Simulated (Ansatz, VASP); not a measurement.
**TiC: VASP beside Ansatz**

File INCAR:

```
ALGO = Normal ; EDIFF = 1E-6
ENCUT = 520 ; GGA = PS
ISIF = 2 ; ISMEAR = 0
LASPH = True ; LCHARG = True
LELF = True ; LREAL = False
LVHAR = True ; LWAVE = False
NBANDS = 15 ; NELM = 60
PREC = Accurate ; SIGMA = 0.15
```

Contents of KPOINTS:

```
k-points
0
Gamma
  18 18 18
```

File POSCAR:

```
TiC
1.0
    0.0000000000      2.0990800000      2.1640000000
    2.2289200000      0.0000000000      2.1640000000
    2.2289200000      2.0990800000      0.0000000000
Ti C
1 1
Direct
    0.0000000000      0.0000000000      0.0000000000
    0.5000000000      0.5000000000      0.5000000000
```

Input for Ansatz:

```yaml
crystal:
  lattice:
    - [0.0, 2.09908, 2.164]
    - [2.22892, 0.0, 2.164]
    - [2.22892, 2.09908, 0.0]
  atoms:
    - { symbol: Ti, position: [0.0, 0.0, 0.0] }
    - { symbol: C, position: [0.5, 0.5, 0.5] }
basis:
  ecutwfc: 420
kpoints:
  mp_grid: { grid: [18, 18, 18] }
hamiltonian:
  xc: pbesol
scf:
  occupations: { method: gaussian, width: 0.15 }
output:
  forces: true
  stress: true
  eigenvalues: true
```

Change from the starting cell: strain +0.0300 x Voigt [1, -1, 0, 0, 0, 0], atoms carried along.

Alike in both runs: task single point; functional PBEsol; k mesh 18 × 18 × 18; occupations gaussian, width 0.15 eV; no spin polarisation.

|  | VASP | Ansatz |
| --- | --- | --- |
| version | VASP 6.6.1 | Ansatz 0.2.0 |
| potentials or method | VASP PAW PBE potentials, release 64 (Ti_sv, C), cutoff 520 eV | scalar-relativistic, plane waves, PAW |
| valence electrons in the cell | 16 | 16 |

Ansatz gave:

| Property | Result |
| --- | --- |
| gap on the k mesh at the Fermi level (eV) | none |
| pressure (GPa) | -4.6 |
| traceless stress, the component that is largest in VASP (GPa) | 12.45 |

Which values does VASP return?

gap on the k mesh at the Fermi level (eV): none; pressure (GPa): -4.4; traceless stress, the component that is largest in VASP (GPa): 12.49.

VASP's potentials were made for PBE, not for PBEsol. A gap of «none» marks a metal or a gap that the smearing closes.
